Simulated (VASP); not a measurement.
# SrTiO3 (R-3m) in VASP: a series of runs, part 3 of 3

VASP 6.6.1. Earlier steps stand in the parts before.

## Step 5: Electric field gradients, PBE (equal xy, yz and zx shear strains of +2 %)

File INCAR:

```
SYSTEM = SrTiO3
PREC = Accurate ; ENCUT = 520
EDIFF = 1E-8 ; ISMEAR = -1
SIGMA = 0.05 ; LREAL = .FALSE.
LASPH = .TRUE. ; NELM = 80
ALGO = Normal ; ISIF = 2
LWAVE = .FALSE. ; LCHARG = .FALSE.
GGA = PE ; LEFG = .TRUE.
NBANDS = 28
```

File KPOINTS:

```
regular mesh
0
G
  7 7 7
  0 0 0
```

File POSCAR:

```
SrTiO3
1.0
    3.9050000000      0.0390500000      0.0390500000
    0.0390500000      3.9050000000      0.0390500000
    0.0390500000      0.0390500000      3.9050000000
Sr Ti O
1 1 3
Direct
    0.0000000000      0.0000000000      0.0000000000
    0.5000000000      0.5000000000      0.5000000000
    0.0000000000      0.5000000000      0.5000000000
    0.5000000000      0.0000000000      0.5000000000
    0.5000000000      0.5000000000      0.0000000000
```

Potentials or basis: VASP PAW PBE potentials, release 64 (Sr_sv, Ti_sv, O).

Started as:

```console
cat potpaw_PBE.64/Sr_sv/POTCAR potpaw_PBE.64/Ti_sv/POTCAR potpaw_PBE.64/O/POTCAR > POTCAR
mpirun -np 1 vasp_std > vasp.out
```

OUTCAR:

```text
SYSTEM = SrTiO3
   PREC = Accurate
   ENCUT = 520
   EDIFF = 1E-8
   ISMEAR = -1
   LREAL = .FALSE.
   LASPH = .TRUE.
   NELM = 80
   ISIF = 2
   GGA = PE

 ion  position               nearest neighbor table
   1  0.000  0.000  0.000-   3 2.73   4 2.73   3 2.73   5 2.73   4 2.73   5 2.73   3 2.79   3 2.79
                             4 2.79   5 2.79   4 2.79   5 2.79   2 3.36   2 3.36   2 3.36   2 3.36
   2  0.500  0.500  0.500-   3 1.95   4 1.95   5 1.95   5 1.95   4 1.95   3 1.95   1 3.36   1 3.36
                             1 3.36   1 3.36   1 3.36   1 3.36   1 3.45   1 3.45
   3  0.000  0.500  0.500-   2 1.95   2 1.95   1 2.73   1 2.73   1 2.79   1 2.79
   4  0.500  0.000  0.500-   2 1.95   2 1.95   1 2.73   1 2.73   1 2.79   1 2.79
   5  0.500  0.500  0.000-   2 1.95   2 1.95   1 2.73   1 2.73   1 2.79   1 2.79

  LATTYP: Found a trigonal (rhomboedric) cell.
 ALAT       =     3.9053904805
 COS(alpha) =     0.0200959808

  Lattice vectors:

 A1 = (   3.9050000000,   0.0390500000,   0.0390500000)
 A2 = (   0.0390500000,   3.9050000000,   0.0390500000)
 A3 = (   0.0390500000,   0.0390500000,   3.9050000000)

Analysis of symmetry for initial positions (statically):
=====================================================================
 Subroutine PRICEL returns:
 Original cell was already a primitive cell.

 Routine SETGRP: Setting up the symmetry group for a
 trigonal (rhombohedral) supercell.

 Subroutine GETGRP returns: Found 12 space group operations
 (whereof 12 operations were pure point group operations)
 out of a pool of 12 trial point group operations.

The static configuration has the point symmetry D_3d.

Analysis of symmetry for dynamics (positions and initial velocities):
=====================================================================
 Subroutine PRICEL returns:
 Original cell was already a primitive cell.

 Routine SETGRP: Setting up the symmetry group for a
 trigonal (rhombohedral) supercell.

 Subroutine GETGRP returns: Found 12 space group operations
 (whereof 12 operations were pure point group operations)
 out of a pool of 12 trial point group operations.

The dynamic configuration has the point symmetry D_3d.

 Subroutine INISYM returns: Found 12 space group operations
 (whereof 12 operations are pure point group operations),
 and found     1 'primitive' translations

----------------------------------------------------------------------------------------

                                     Primitive cell

  volume of cell :      59.5297

  direct lattice vectors                    reciprocal lattice vectors
     3.905000000  0.039050000  0.039050000     0.256132666 -0.002535967 -0.002535967
     0.039050000  3.905000000  0.039050000    -0.002535967  0.256132666 -0.002535967
     0.039050000  0.039050000  3.905000000    -0.002535967 -0.002535967  0.256132666

  length of vectors
     3.905390480  3.905390480  3.905390480     0.256157773  0.256157773  0.256157773

  position of ions in fractional coordinates (direct lattice)
     0.000000000  0.000000000  0.000000000
     0.500000000  0.500000000  0.500000000
     0.000000000  0.500000000  0.500000000
     0.500000000  0.000000000  0.500000000
     0.500000000  0.500000000  0.000000000

  ion indices of the primitive-cell ions
[... 101 lines left out ...]
  Thomas-Fermi vector in A             =   2.553362
   LORBIT       =      0    0 simple, 1 ext, 2 COOP (PROOUT), +10 PAW based schemes
   GGA     = PE    functional components
   LHFCALC =     F    Hartree Fock is set to
   AEXX    =    0.0000 exact exchange contribution
   IVDW    =     0    specifies the selected vdW correction
   LEPSILON=     F    determine dielectric tensor
   LRPA    =     F    only Hartree local field effects (RPA)
 non-spin polarized calculation
  energy-cutoff  :      520.00
  volume of cell :       59.53
 maximum number of plane-waves:      1616
 NGX is ok and might be reduce to    30
   NGX = 15   NGY = 15   NGZ = 15

 number of electron      40.0000011 magnetization

 Free energy of the ion-electron system (eV)
  ---------------------------------------------------
  ext. energy  EPLUGINS =         0.00000000
  ---------------------------------------------------
  free energy    TOTEN  =       -40.05074653 eV

  energy without entropy =      -40.05074653  energy(sigma->0) =      -40.05074653

 E-fermi :   5.0894     XC(G=0): -11.2721

 val. band max:        4.1192062643   @ k =  -0.4286   0.4286   0.4286
 cond. band min:       5.9846087716   @ k =   0.0000   0.0000   0.0000
 fundamental gap:      1.8654025072
 Fermi energy:         5.0894106479

 k-point     1 :       0.0000    0.0000    0.0000
  band No.  band energies     occupation
      1     -52.2979      2.00000
      2     -28.6200      2.00000
      3     -28.5520      2.00000
      4     -28.5520      2.00000
      5     -28.5286      2.00000
      6     -13.2616      2.00000
[... 733 lines left out ...]
     27      12.3718      0.00000
     28      12.4671      0.00000

 [... further k-points ...]

------------------------ aborting loop because EDIFF is reached ----------------------------------------

  FORCE on cell =-STRESS in cart. coord.  units (eV):
  Direction    XX          YY          ZZ          XY          YZ          ZX
  --------------------------------------------------------------------------------------
  -------------------------------------------------------------------------------------
  Total        1.8872371      1.8872371      1.8872371     -0.8420867     -0.8420867     -0.8420867
  in kB       50.7929430     50.7929430     50.7929430    -22.6638516    -22.6638516    -22.6638516
  external PRESSURE =      50.7929430 kB  Pullay stress =       0.0000000 kB

 VOLUME and BASIS-vectors are now :
 -----------------------------------------------------------------------------
  energy-cutoff  :      520.00
  volume of cell :       59.53
      direct lattice vectors                 reciprocal lattice vectors
     3.905000000  0.039050000  0.039050000     0.256132666 -0.002535967 -0.002535967
     0.039050000  3.905000000  0.039050000    -0.002535967  0.256132666 -0.002535967
     0.039050000  0.039050000  3.905000000    -0.002535967 -0.002535967  0.256132666

 POSITION                                       TOTAL-FORCE (eV/Angst)
 -----------------------------------------------------------------------------------
      0.00000      0.00000      0.00000         0.000000     -0.000000     -0.000000
      1.99155      1.99155      1.99155        -0.000000      0.000000      0.000000
      0.03905      1.97202      1.97202         0.000000     -0.000000     -0.000000
      1.97202      0.03905      1.97202         0.000000      0.000000      0.000000
      1.97202      1.97202      0.03905        -0.000000      0.000000     -0.000000
 -----------------------------------------------------------------------------------
    total drift:                                0.000000      0.000000     -0.000000

  FREE ENERGIE OF THE ION-ELECTRON SYSTEM (eV)
  ---------------------------------------------------
  free  energy   TOTEN  =       -40.0507465285 eV

  energy  without entropy=      -40.0507465276  energy(sigma->0) =      -40.05074653

 Electric field gradients (V/A^2)
---------------------------------------------------------------------
 ion       V_xx      V_yy      V_zz      V_xy      V_xz      V_yz
---------------------------------------------------------------------
   1      -0.000     0.000    -0.000     6.351     6.351     6.351
   2      -0.000     0.000     0.000    -3.963    -3.963    -3.963
   3      11.479    -5.740    -5.740     2.911     2.911    -0.939
   4      -5.740    11.479    -5.740     2.911    -0.939     2.911
   5      -5.740    -5.740    11.479    -0.939     2.911     2.911
---------------------------------------------------------------------

 Electric field gradients after diagonalization (V/A^2)
 (convention: |V_zz| > |V_xx| > |V_yy|)
----------------------------------------------------------------------
 ion       V_xx      V_yy      V_zz     asymmetry (V_yy - V_xx)/ V_zz
----------------------------------------------------------------------
   1      -6.351    -6.351    12.703       0.000
   2       3.963     3.963    -7.926       0.000
   3      -7.569    -4.800    12.369       0.224
   4      -7.569    -4.800    12.369       0.224
   5      -7.569    -4.800    12.369       0.224
----------------------------------------------------------------------

           NMR quadrupolar parameters

 Cq : quadrupolar parameter    Cq=e*Q*V_zz/h
 eta: asymmetry parameters     (V_yy - V_xx)/ V_zz
 Q  : nuclear electric quadrupole moment in mb (millibarn)
----------------------------------------------------------------------
 ion       Cq(MHz)       eta       Q (mb)
----------------------------------------------------------------------
   1       0.031       0.000       1.000
   2      -0.019       0.000       1.000
   3       0.030       0.224       1.000
   4       0.030       0.224       1.000
   5       0.030       0.224       1.000
----------------------------------------------------------------------
```

stdout:

```text
POSCAR found type information on POSCAR SrTiO
 POSCAR found :  3 types and       5 ions
 scaLAPACK will be used
 LDA part: xc-table for (Slater+PW92), standard interpolation
 POSCAR, INCAR and KPOINTS ok, starting setup
 FFT: planning ... GRIDC
 FFT: planning ... GRID_SOFT
 FFT: planning ... GRID
 WAVECAR not read
 entering main loop
ion   1

ion   2

ion   3
     0.0000293    -0.8445182     0.2228675     0.0984320    -0.8445182    -0.1704891
     0.0000403    -0.8445182     0.2228675     0.0984319    -0.8445182    -0.1704891
     0.0000555    -0.8445182     0.2228675     0.0984319    -0.8445182    -0.1704891
     0.0000765    -0.8445181     0.2228674     0.0984319    -0.8445181    -0.1704891

     0.0000293    -2.6444696     0.7799285     2.5992977    -2.6444696    -4.5021157
     0.0000403    -2.6444692     0.7799284     2.5992971    -2.6444692    -4.5021146
     0.0000555    -2.6444684     0.7799281     2.5992960    -2.6444684    -4.5021127
     0.0000765    -2.6444671     0.7799277     2.5992941    -2.6444671    -4.5021095

ion   4
     0.0000293    -0.8445182    -0.8445182     0.0984320     0.2228675     0.1704891
     0.0000403    -0.8445182    -0.8445182     0.0984319     0.2228675     0.1704891
     0.0000555    -0.8445182    -0.8445182     0.0984319     0.2228675     0.1704891
     0.0000765    -0.8445181    -0.8445181     0.0984319     0.2228674     0.1704891

     0.0000293    -2.6444696    -2.6444696     2.5992977     0.7799285     4.5021157
     0.0000403    -2.6444692    -2.6444692     2.5992971     0.7799284     4.5021146
     0.0000555    -2.6444684    -2.6444684     2.5992960     0.7799281     4.5021127
     0.0000765    -2.6444671    -2.6444671     2.5992941     0.7799277     4.5021095

ion   5
```

Run time: 2.4 min. Hardware: 1 thread of Intel Xeon 8259CL, shared host; peak memory 0.22 GiB.

Results:

```
Free energy                             : -40.0507 eV
Pressure                                : 5.1 GPa
Band gap on the k mesh                  : 1.87 eV (least direct gap 2.11 eV)
Largest electric field gradient by atom : Sr +12.7; Ti -7.9; O +12.4 V/Å²
```

Stress tensor (GPa, compression positive):
```
 5.08 -2.27 -2.27
-2.27  5.08 -2.27
-2.27 -2.27  5.08
```

Levels at points of the mesh, in eV from the valence-band top:
```csv
k point,band 18,band 19,band 20,band 21,band 22,band 23
"(0.00, 0.00, 0.00)",-0.41,-0.25,-0.25,1.87,1.87,1.96
```

Electric field gradients, principal values (V/Å²):
```csv
atom,least,middle,greatest (by size)
1 Sr,-6.351,-6.351,12.703
2 Ti,3.963,3.963,-7.926
3 O,-4.800,-7.569,12.369
4 O,-4.800,-7.569,12.369
5 O,-4.800,-7.569,12.369
```

Caveat: the cell differs from its parent crystal (equal xy, yz and zx shear strains of +2 %); the cell stands under pressure; without QUAD_EFG the Cq values of the log hold for a quadrupole moment of 1 mb, not for the nuclei; an odd mesh through Γ misses points on the zone boundary, where band edges can lie.

## Step 6: Summary

| cell | gap on the mesh (eV) | pressure (GPa) |
| --- | --- | --- |
| a = 3.906 Å, angles 91.7°, 5 atoms | 1.76 | 5.2 |
| a = 3.905 Å, angles 90.6°, 5 atoms | 1.87 | 5.0 |
| a = 3.905 Å, angles 88.8°, 5 atoms | 1.87 | 5.1 |

Alike in all rows: task electric field gradients; level PBE; potentials or basis VASP PAW PBE potentials, release 64 (Sr_sv, Ti_sv, O); no spin polarisation; k mesh 7 × 7 × 7; cutoff (eV) 520; smearing fermi-dirac 0.05 eV.

Caveats: the cell stands under pressure; an odd mesh through Γ misses points on the zone boundary, where band edges can lie.

Absolute energies hang on the potentials; compare differences alone.
